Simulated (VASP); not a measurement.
Set up this calculation in VASP 6.6.1, as the native input.

* Task: single point
* Functional: RPBE
* Potentials or basis: VASP PAW PBE potentials, release 64 (Fe)
* Cutoff: 520 eV
* k mesh: 16 × 16 × 9
* Occupations: fermi-dirac, width 0.1 eV
* Spin: no spin polarisation
* Dipole correction: no
* Further INCAR settings: ALGO = Normal; EDIFF = 1e-06; NBANDS = 15

The structure of Fe lies in POSCAR:

```
Fe
1.0
    2.4789035963      0.0000000000      0.0000000000
   -1.2394517982      2.1467934879      0.0000000000
    0.0000000000      0.0000000000      3.9204861124
Fe
2
Direct
    0.3333333333      0.6666666667      0.2500000000
    0.6666666667      0.3333333333      0.7500000000
```

One way to write it, as run:

INCAR

```
PREC = Accurate ; ENCUT = 520
EDIFF = 1E-6 ; ISMEAR = -1
SIGMA = 0.1 ; LREAL = F
LASPH = T ; NELM = 80
ALGO = Normal ; ISIF = 2
LWAVE = F ; LCHARG = T
GGA = RP ; LELF = T
LVHAR = T ; NBANDS = 15
```

KPOINTS

```
Automatic mesh
0
Gamma
  16 16 9
```

Potentials or basis: VASP PAW PBE potentials, release 64 (Fe).

Run with:

```sh
$ cat potpaw_PBE.64/Fe/POTCAR > POTCAR
$ mpirun -np 1 vasp_std > vasp.out
```

It gave:

The pressure is -0.5 GPa and the band gap on the k mesh is zero (band 8 reaches 7.64 eV, above the bottom of band 9 at 5.84 eV).

Caveat: the PAW data sets were made with another functional, which shifts forces and pressure a little; the run has no spin polarisation, though such a crystal can be magnetic.

It took 25 s on 1 thread of Intel(R) Xeon(R) Platinum 8488C (Sapphire Rapids), on a shared host, peak memory 0.15 GiB.
